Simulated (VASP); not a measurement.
Sn3Se:

```
Sn Se
1.0
     0.00000    3.75786    3.75786
     3.75786    0.00000    3.75786
     3.75786    3.75786    0.00000
Sn Se
3 1
Direct
  0.50000 0.50000 0.50000
  0.75000 0.75000 0.75000
  0.25000 0.25000 0.25000
  0.00000 0.00000 0.00000
```

Base run:

```yaml
Program: VASP 6.6.1
Functional: LDA
Potentials_or_basis: VASP PAW LDA potentials, release 64 (Sn_d, Se)
Cutoff: 520 eV
k_mesh: 6 × 6 × 6
Occupations: fermi-dirac, width 0.05 eV
Spin: no spin polarisation
```

Its results: band gap on the k mesh zero (band 24 reaches 7.38 eV, above the bottom of band 25 at 5.53 eV); pressure -5.2 GPa.

Q: The run is repeated on the same cell with these changes: functional from LDA to PBE; potentials or basis from VASP PAW LDA potentials, release 64 (Sn_d, Se) to VASP PAW PBE potentials, release 64 (Sn_d, Se). What comes out?

A: Band gap on the k mesh zero (band 24 reaches 7.60 eV, above the bottom of band 25 at 5.75 eV); pressure -1.1 GPa.

Caveats: spin-orbit coupling is left out, which moves the levels of the heavy elements.
